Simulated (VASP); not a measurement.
# Mg3O2 (P-3m1) in VASP: relaxation of cell and atoms with PBE

Aim: the relaxation of cell and atoms of Mg3O2 with PBE.

All numbers are computed with VASP 6.6.1; they aren't measurements. Logs are shortened: lines on timing, memory, paths and dates and some standing lists are left out, and cuts for length are marked.

### 1 The cell of the first run

It takes space group P-3m1 (No. 164, trigonal). The conventional cell has a = 3.050 Å, b = 3.050 Å, c = 7.487 Å, α = 90.00°, β = 90.00°, γ = 120.00°. Mg (site symmetry 3m) has 3 O at 2.16 Å within 2.9 Å. Mg (site symmetry -3m) has 6 O at 2.14 Å within 2.8 Å. O (site symmetry 3m) has 6 Mg at 2.14 to 2.16 Å within 2.8 Å.

### 2 Relaxation of cell and atoms, PBE

File INCAR:

```
SYSTEM = Mg3O2
ALGO = Normal
EDIFF = 1E-6
EDIFFG = -0.01
ENCUT = 600
GGA = PE
IBRION = 2
ISIF = 3
ISMEAR = 0
LASPH = .TRUE.
LCHARG = .FALSE.
LREAL = .FALSE.
LWAVE = .FALSE.
NELM = 80
NSW = 100
PREC = Accurate
SIGMA = 0.1
```

File KPOINTS:

```
k-points
0
G
  12 12 4
  0 0 0
```

File POSCAR:

```
Mg3O2
1.0
    3.0504405127      0.0000000000      0.0000000000
   -1.5252202563      2.6417589767      0.0000000000
    0.0000000000      0.0000000000      7.4866430513
Mg O
3 2
Direct
    0.6666666667      0.3333333333      0.3300284613
    0.3333333333      0.6666666667      0.6699715387
    0.0000000000      0.0000000000      0.0000000000
    0.3333333333      0.6666666667      0.1626963017
    0.6666666667      0.3333333333      0.8373036983
```

Potentials or basis: VASP PAW PBE potentials, release 64 (Mg, O).

On the command line:

```bash
> cat potpaw_PBE.64/Mg/POTCAR potpaw_PBE.64/O/POTCAR > POTCAR
> mpirun -np 1 vasp_std > vasp.out
```

OUTCAR:

```text
SYSTEM = Mg3O2
   EDIFF = 1E-6
   EDIFFG = -0.01
   ENCUT = 600
   GGA = PE
   IBRION = 2
   ISIF = 3
   ISMEAR = 0
   LASPH = .TRUE.
   LREAL = .FALSE.
   NELM = 80
   NSW = 100
   PREC = Accurate

 ion  position               nearest neighbor table
   1  0.667  0.333  0.330-   4 2.16   4 2.16   4 2.16   3 3.03   3 3.03   3 3.03   2 3.09   2 3.09
                             2 3.09
   2  0.333  0.667  0.670-   5 2.16   5 2.16   5 2.16   3 3.03   3 3.03   3 3.03   1 3.09   1 3.09
                             1 3.09
   3  0.000  0.000  0.000-   4 2.14   5 2.14   4 2.14   5 2.14   5 2.14   4 2.14   1 3.03   2 3.03
                             2 3.03   1 3.03   2 3.03   1 3.03
   4  0.333  0.667  0.163-   3 2.14   3 2.14   3 2.14   1 2.16   1 2.16   1 2.16
   5  0.667  0.333  0.837-   3 2.14   3 2.14   3 2.14   2 2.16   2 2.16   2 2.16

  LATTYP: Found a hexagonal cell.
 ALAT       =     3.0504405127
 C/A-ratio  =     2.4542825930

  Lattice vectors:

 A1 = (   3.0504405127,   0.0000000000,   0.0000000000)
 A2 = (  -1.5252202563,   2.6417589767,   0.0000000000)
 A3 = (   0.0000000000,   0.0000000000,   7.4866430513)

Analysis of symmetry for initial positions (statically):
=====================================================================
 Subroutine PRICEL returns:
 Original cell was already a primitive cell.

 Routine SETGRP: Setting up the symmetry group for a
 hexagonal supercell.

 Subroutine GETGRP returns: Found 12 space group operations
 (whereof 12 operations were pure point group operations)
 out of a pool of 24 trial point group operations.

The static configuration has the point symmetry D_3d.

Analysis of symmetry for dynamics (positions and initial velocities):
=====================================================================
 Subroutine PRICEL returns:
 Original cell was already a primitive cell.

 Routine SETGRP: Setting up the symmetry group for a
 hexagonal supercell.

 Subroutine GETGRP returns: Found 12 space group operations
 (whereof 12 operations were pure point group operations)
 out of a pool of 24 trial point group operations.

The dynamic configuration has the point symmetry D_3d.

 Subroutine INISYM returns: Found 12 space group operations
 (whereof 12 operations are pure point group operations),
 and found     1 'primitive' translations

----------------------------------------------------------------------------------------

                                     Primitive cell

  volume of cell :      60.3313

  direct lattice vectors                    reciprocal lattice vectors
     3.050440513  0.000000000  0.000000000     0.327821505  0.189267834  0.000000000
    -1.525220256  2.641758977  0.000000000     0.000000000  0.378535668  0.000000000
     0.000000000  0.000000000  7.486643051     0.000000000  0.000000000  0.133571214

  length of vectors
     3.050440513  3.050440513  7.486643051     0.378535668  0.378535668  0.133571214

  position of ions in fractional coordinates (direct lattice)
     0.666666667  0.333333333  0.330028461
     0.333333333  0.666666667  0.669971539
     0.000000000  0.000000000  0.000000000
     0.333333333  0.666666667  0.162696302
     0.666666667  0.333333333  0.837303698

  ion indices of the primitive-cell ions
   primitive index   ion index
                 1           1
                 2           2
                 3           3
                 4           4
                 5           5

----------------------------------------------------------------------------------------

 KPOINTS: k-points

Automatic generation of k-mesh.
 Grid dimensions read from file:
 generate k-points for:   12   12    4

 Generating k-lattice:

  Cartesian coordinates                     Fractional coordinates (reciprocal lattice)
     0.027318459  0.015772320  0.000000000     0.083333333  0.000000000  0.000000000
     0.000000000  0.031544639  0.000000000     0.000000000  0.083333333  0.000000000
     0.000000000  0.000000000  0.033392803     0.000000000  0.000000000  0.250000000

  Length of vectors
     0.031544639  0.031544639  0.033392803

  Shift w.r.t. Gamma in fractional coordinates (k-lattice)
     0.000000000  0.000000000  0.000000000

 Subroutine IBZKPT returns following result:
 ===========================================

 Found     69 irreducible k-points:

 Following reciprocal coordinates:
            Coordinates               Weight
  0.000000  0.000000  0.000000      1.000000
  0.083333 -0.000000  0.000000      6.000000
  0.166667  0.000000  0.000000      6.000000
  0.250000 -0.000000  0.000000      6.000000
  0.333333 -0.000000  0.000000      6.000000
  0.416667 -0.000000  0.000000      6.000000
[... 16 lines left out ...]
  0.166667  0.000000  0.250000      6.000000
  0.000000  0.166667  0.250000      6.000000
 [... further k-points ...]
   k-points           NKPTS =     69   k-points in BZ     NKDIM =     69   number of bands    NBANDS=     13
   number of dos      NEDOS =    301   number of ions     NIONS =      5
   total plane-waves  NPLWV =  34560
   dimension x,y,z NGX =    24 NGY =   24 NGZ =   60
   dimension x,y,z NGXF=    48 NGYF=   48 NGZF=  120
   ions per type =               3   2
   NGX,Y,Z   is equivalent  to a cutoff of  13.08, 13.08, 13.32 a.u.
   NGXF,Y,Z  is equivalent  to a cutoff of  26.16, 26.16, 26.65 a.u.
 SYSTEM =  Mg3O2
   PREC   = accura    normal or accurate (medium, high low for compatibility)
   ISTART =      0    job   : 0-new  1-cont  2-samecut
   ICHARG =      2    charge: 1-file 2-atom 10-const
   ISPIN  =      1    spin polarized calculation?
   LNONCOLLINEAR =      F non collinear calculations
   LSORBIT =      F    spin-orbit coupling
   LASPH  =      T    aspherical Exc in radial PAW
   ENCUT  =  600.0 eV  44.10 Ry    6.64 a.u.   6.09  6.09 14.95*2*pi/ulx,y,z
   NELM   =     80;   NELMIN=  2; NELMDL= -5     # of ELM steps
   EDIFF  = 0.1E-05   stopping-criterion for ELM
   LREAL  =      F    real-space projection
   EDIFFG = -.1E-01   stopping-criterion for IOM
   NSW    =    100    number of steps for IOM
   IBRION =      2    ionic relax: 0-MD 1-quasi-New 2-CG
   NFREE  =      1    steps in history (QN), initial steepest desc. (CG)
   ISIF   =      3    stress and relaxation
   ISYM   =      2    0-nonsym 1-usesym 2-fastsym
   POTIM  = 0.5000    time-step for ionic-motion
   TEBEG  =    0.0;   TEEND  =   0.0 temperature during run
   PSTRESS=    0.0 pullay stress
   NELECT =      18.0000    total number of electrons
   NUPDOWN=      -1.0000    fix difference up-down
   EMIN   =  10.00;   EMAX   =-10.00  energy-range for DOS
   EFERMI =   0.00;   METHOD = LEGACY
   ISMEAR =     0;   SIGMA  =   0.10  broadening in eV -4-tet -1-fermi 0-gaus
   EFERMI_NEDOS =   21; number of points for ismear=-14 and -15
   IALGO  =     38    algorithm
   IMIX   =      4    mixing-type and parameters
     AMIX     =   0.40;   BMIX     =  1.00
     AMIX_MAG =   1.60;   BMIX_MAG =  1.00
  volume/ion in A,a.u.               =      12.07        81.43
  Fermi-wavevector in a.u.,A,eV,Ry     =   1.093918  2.067205 16.281497  1.196656
  Thomas-Fermi vector in A             =   2.230213
   LORBIT       =      0    0 simple, 1 ext, 2 COOP (PROOUT), +10 PAW based schemes
   GGA     = PE    functional components
   LHFCALC =     F    Hartree Fock is set to
   AEXX    =    0.0000 exact exchange contribution
   IVDW    =     0    specifies the selected vdW correction
   LEPSILON=     F    determine dielectric tensor
   LRPA    =     F    only Hartree local field effects (RPA)
 conjugate gradient relaxation of ions
 non-spin polarized calculation
 Gauss-broadening in eV      SIGMA  =   0.10
  energy-cutoff  :      600.00
  volume of cell :       60.33
 maximum number of plane-waves:      2040
   NGX = 13   NGY = 13   NGZ = 29

--------------------------------------- Ionic step        1  -------------------------------------------

 number of electron      18.0000006 magnetization

 Free energy of the ion-electron system (eV)
  ---------------------------------------------------
  ext. energy  EPLUGINS =         0.00000000
  ---------------------------------------------------
  free energy    TOTEN  =       -24.59724876 eV

  energy without entropy =      -24.59590806  energy(sigma->0) =      -24.59657841

------------------------ aborting loop because EDIFF is reached ----------------------------------------

  FORCE on cell =-STRESS in cart. coord.  units (eV):
  Direction    XX          YY          ZZ          XY          YZ          ZX
  --------------------------------------------------------------------------------------
  -------------------------------------------------------------------------------------
  Total       -0.4032380     -0.4032380     -0.2202832     -0.0000000      0.0000000      0.0000000
  in kB      -10.7085127    -10.7085127     -5.8499095     -0.0000000      0.0000000      0.0000000
  external PRESSURE =      -9.0889783 kB  Pullay stress =       0.0000000 kB
[... 180 lines left out ...]
  energy  without entropy=      -24.5978747500  energy(sigma->0) =      -24.59865992

--------------------------------------- Ionic step        6  -------------------------------------------

 number of electron      18.0000010 magnetization

 Free energy of the ion-electron system (eV)
  ---------------------------------------------------
  ext. energy  EPLUGINS =         0.00000000
  ---------------------------------------------------
  free energy    TOTEN  =       -24.59949164 eV

  energy without entropy =      -24.59790713  energy(sigma->0) =      -24.59869939

 E-fermi :   5.6612     XC(G=0): -10.1788

 val. band max:        5.6458888837   @ k =   0.0833  -0.0000   0.5000
 cond. band min:       5.6673712967   @ k =   0.5000  -0.0000   0.5000
 fundamental gap:      0.0214824130
 Fermi energy:         5.6612372567

 k-point     1 :       0.0000    0.0000    0.0000
  band No.  band energies     occupation
      1     -15.0420      2.00000
      2     -14.4213      2.00000
      3      -2.5171      2.00000
      4      -0.0649      2.00000
      5       1.0070      2.00000
      6       1.2243      2.00000
      7       1.2243      2.00000
      8       1.5464      2.00000
      9       1.5464      2.00000
     10       6.8986      0.00000
     11       7.5589      0.00000
     12      10.5118      0.00000
     13      13.9100      0.00000
[... 353 lines left out ...]
 k-point    24 :       0.0000    0.1667    0.2500
  band No.  band energies     occupation
      1     -14.8375      2.00000
      2     -14.2973      2.00000
      3      -1.9608      2.00000
      4      -0.7650      2.00000
      5       0.1924      2.00000
      6       0.7080      2.00000
      7       1.0452      2.00000
      8       1.3857      2.00000
      9       2.2363      2.00000
     10       6.7675      0.00000
     11       9.3336      0.00000
     12      11.0300      0.00000
     13      12.6961      0.00000

 [... further k-points ...]

------------------------ aborting loop because EDIFF is reached ----------------------------------------

  FORCE on cell =-STRESS in cart. coord.  units (eV):
  Direction    XX          YY          ZZ          XY          YZ          ZX
  --------------------------------------------------------------------------------------
  -------------------------------------------------------------------------------------
  Total        0.0085963      0.0085963     -0.0156032      0.0000000     -0.0000000      0.0000000
  in kB        0.2307053      0.2307053     -0.4187547      0.0000000     -0.0000000      0.0000000
  external PRESSURE =       0.0142186 kB  Pullay stress =       0.0000000 kB
[... 20 lines left out ...]
  FREE ENERGIE OF THE ION-ELECTRON SYSTEM (eV)
  ---------------------------------------------------
  free  energy   TOTEN  =       -24.5994916406 eV

  energy  without entropy=      -24.5979071335  energy(sigma->0) =      -24.59869939

 reached required accuracy - stopping structural energy minimisation
```

Run time: 3.2 min. Hardware: 1 thread of Intel Xeon 8259CL, shared host; peak memory 0.23 GiB.

What came out:

* Free energy: -24.5995 eV
* Relaxed volume: 11.94 Å³/atom
* Relaxed cell: a = 3.038 Å, b = 3.038 Å, c = 7.469 Å, α = 90.00°, β = 90.00°, γ = 120.00°
* Space group after relaxing (to 0.1 Å): P-3m1 (No. 164)
* Energy gained by relaxing: 0.4 meV/atom
* Ionic steps: 6
* Pressure after relaxing: 0.0 GPa
* Largest force after relaxing: 0.008 eV/Å
* Band gap on the k mesh: zero (bands 9 and 10 overlap by 1.00 eV)

Forces in eV/Å, atoms in the order of the input:
```
Mg   0.000  0.000 -0.001
Mg   0.000  0.000  0.001
Mg   0.000  0.000  0.000
O    0.000  0.000  0.008
O    0.000  0.000 -0.008
```

Step by step:
| step | energy change (eV) | largest force (eV/Å) | pressure (GPa) | volume (Å³) |
| --- | --- | --- | --- | --- |
| 1 | 0.0000 | 0.0482 | -0.91 | 60.33 |
| 2 | -0.0020 | 0.0453 | 0.06 | 59.74 |
| 3 | -0.0020 | 0.0453 | 0.04 | 59.74 |
| 4 | -0.0022 | 0.0170 | -0.02 | 59.74 |
| 5 | -0.0022 | 0.0215 | -0.06 | 59.74 |
| 6 | -0.0022 | 0.0077 | 0.00 | 59.70 |

Final structure:
```xyz
5
Lattice="3.0379 0.0000 0.0000 -1.5190 2.6309 0.0000 0.0000 0.0000 7.4693" Properties=species:S:1:pos:R:3 pbc="T T T"
Mg    1.5190    0.8770    2.4715
Mg    0.0000    1.7539    4.9978
Mg    0.0000    0.0000    0.0000
O     0.0000    1.7539    1.2154
O     1.5190    0.8770    6.2539
```

The gap in the log of VASP goes by the Fermi energy; the results here count the filled bands.